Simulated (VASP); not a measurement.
SiC, 4 atoms in the cell. The structure is trigonal, space group R-3m (No. 166). The conventional cell has a = 3.083 Å, b = 3.083 Å, c = 15.964 Å, α = 90.00°, β = 90.00°, γ = 120.00°. C (site symmetry 3m) has 1 C at 1.62 Å and 3 Si at 1.90 Å within 2.2 Å. Within 2.5 Å of Si (site symmetry 3m) lie 3 C at 1.90 Å and 1 Si at 2.38 Å. 

```yaml
Program: VASP 6.6.1
Task: single point
Functional: r2SCAN
Potentials_or_basis: VASP PAW PBE potentials, release 64 (C, Si)
Cutoff: 520 eV
k_mesh: 6 × 6 × 6
Occupations: gaussian, width 0.01 eV
Spin: no spin polarisation
Dipole_correction: no
Further_INCAR_settings: ALGO = Normal; EDIFF = 1e-07; NBANDS = 16
```

Potentials or basis: VASP PAW PBE potentials, release 64 (C, Si).

Launch:

```sh
$ cat potpaw_PBE.64/C/POTCAR potpaw_PBE.64/Si/POTCAR > POTCAR
$ cp INCAR.step1 INCAR
$ mpirun -np 1 vasp_std > vasp.out
$ cp INCAR.step2 INCAR
$ mpirun -np 1 vasp_std > vasp.out
```

Hardware: 1 thread of Intel(R) Xeon(R) 6975P-C (Granite Rapids), on a shared host.

How long does it take, and how much memory?

Wall time 120 s on 1 thread of Intel(R) Xeon(R) 6975P-C (Granite Rapids), with other jobs on the host, peak memory 0.27 GiB. Counts: k points 32.
